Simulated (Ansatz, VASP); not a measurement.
# Two plane-wave programs on HgP

```
Hg P
1.0
     0.06257    2.89307    2.90816
     2.92528    0.01375    2.95698
     2.91360    2.93021    0.02543
Hg P
1 1
Cartesian
  0.0078 0.0266 -0.0257
  1.4675 1.4327 1.4983
```

Change from the starting cell: all atoms moved at random (sigma 0.03 Å), cell strained at random (1 %).

Alike in both runs: task single point; functional r2SCAN; k mesh 10 × 10 × 10; occupations gaussian, width 0.05 eV; no spin polarisation.

|  | VASP | Ansatz |
| --- | --- | --- |
| version | VASP 6.6.1 | Ansatz 0.2.0 |
| potentials or method | VASP PAW PBE potentials, release 64 (Hg, P), cutoff 520 eV | scalar-relativistic, plane waves, PAW |
| valence electrons in the cell | 17 | 25 |

VASP gave:

| Item | Value |
| --- | --- |
| gap on the k mesh at the Fermi level (eV) | none |
| pressure (GPa) | 0.9 |
| traceless stress, the component that is largest in VASP (GPa) | -2.23 |
| rms of the force components (eV/Å) | 0.205 |

Problem. What did Ansatz give for the same quantities?

Solution. gap on the k mesh at the Fermi level (eV): none; pressure (GPa): 0.7; traceless stress, the component that is largest in VASP (GPa): -2.18; rms of the force components (eV/Å): 0.200.

VASP's potentials were made for PBE, not for r2SCAN. Atom by atom the forces differ by 0.006 eV/Å (rms over components). A gap of «none» marks a metal or a gap that the smearing closes. VASP's potentials hold 17 valence electrons a cell and Ansatz's 25, so a difference there can come from the potentials and not from the codes.

Neither program's run includes spin-orbit coupling.
